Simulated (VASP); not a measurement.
Write the native input for VASP 6.6.1 that does the following.

```yaml
Task: single point
Functional: PBE
Dispersion: D3(BJ)
Potentials_or_basis: VASP PAW PBE potentials, release 64 (Y_sv, N)
Cutoff: 600 eV
k_mesh: 6 × 6 × 6
Occupations: gaussian, width 0.1 eV
Spin: no spin polarisation
Dipole_correction: no
Further_INCAR_settings: ALGO = Normal; EDIFF = 1e-06; NBANDS = 15
```

The structure of YN lies in POSCAR:

```
YN
1.0
    0.0000000000      2.4483614500      2.4483614500
    2.4483614500      0.0000000000      2.4483614500
    2.4483614500      2.4483614500      0.0000000000
Y N
1 1
Direct
    0.0000000000      0.0000000000      0.0000000000
    0.5000000000      0.5000000000      0.5000000000
```

These files were run (other wordings do the same):

INCAR

```
SYSTEM = YN
ALGO     = Normal         ! electronic algorithm
EDIFF    = 1E-6           ! SCF threshold, eV
ENCUT    = 600            ! plane-wave cutoff, eV
GGA      = PE             ! functional
GGA_COMPAT= .False.      
ISIF     = 2              ! what is computed and relaxed
ISMEAR   = 0              ! smearing method
IVDW     = 12             ! dispersion correction
LASPH    = .True.         ! aspherical terms in the spheres
LCHARG   = .True.         ! write CHGCAR
LELF     = .True.         ! ELF
LREAL    = .False.        ! projectors in reciprocal space
LVHAR    = .True.       
LWAVE    = .False.        ! write WAVECAR
NBANDS   = 15             ! bands
NELM     = 120            ! most SCF steps
PREC     = Accurate       ! precision mode
SIGMA    = 0.1            ! smearing width, eV
```

KPOINTS

```
k-points
0
Gamma
  6 6 6
  0 0 0
```

Potentials or basis: VASP PAW PBE potentials, release 64 (Y_sv, N).

Launch:

```bash
$ cat potpaw_PBE.64/Y_sv/POTCAR potpaw_PBE.64/N/POTCAR > POTCAR
$ mpirun -np 1 vasp_std > vasp.out
```

Results of the run:

```json
{
  "Pressure": "-2.9 GPa",
  "Band gap on the k mesh": "0.19 eV (least direct gap 0.58 eV)",
  "Dispersion energy per atom": "-0.322 eV"
}
```

Caveat: semilocal functionals underestimate gaps, and a narrow one can read as zero.

Run time: 34 s on 1 thread of Intel Xeon 8259CL, on a shared host, peak memory 0.18 GiB.
